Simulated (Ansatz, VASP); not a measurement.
Two plane-wave programs on SnBi2Te2S2

```
Bi Sn Te S
1.0
     2.12688    3.68386    0.00000
    -2.12688    3.68386    0.00000
     0.00000   -2.45591   13.41942
Bi Sn Te S
2 1 2 2
Direct
  0.58139 0.58139 0.74417
  0.41861 0.41861 0.25583
  0.00000 0.00000 0.00000
  0.87066 0.87066 0.61198
  0.12934 0.12934 0.38802
  0.29134 0.29134 0.87402
  0.70866 0.70866 0.12598
```

Alike in both runs: task single point; functional PBE; k mesh 8 × 8 × 8; occupations fermi-dirac, width 0.1326 eV; no spin polarisation.

|  | VASP | Ansatz |
| --- | --- | --- |
| version | VASP 6.6.1 | Ansatz 0.2.0 |
| potentials or method | VASP PAW PBE potentials, release 64 (Bi_d, Sn_d, Te, S), cutoff 520 eV | PAW plane waves |
| valence electrons in the cell | 68 | 88 |

|  | VASP | Ansatz | Ansatz less VASP |
| --- | --- | --- | --- |
| pressure (GPa) | 0.6 | 0.7 | +0.03 |
| traceless stress, the component that is largest in VASP (GPa) | 0.15 | 0.14 | -0.010 |
| rms of the force components (eV/Å) | 0.119 | 0.116 | -0.0032 |

Atom by atom the forces differ by 0.006 eV/Å (rms over components). VASP's potentials hold 68 valence electrons a cell and Ansatz's 88, so a difference there can come from the potentials and not from the codes. Ansatz's warnings: structure snapped to symmetry.

Neither program's run includes spin-orbit coupling.
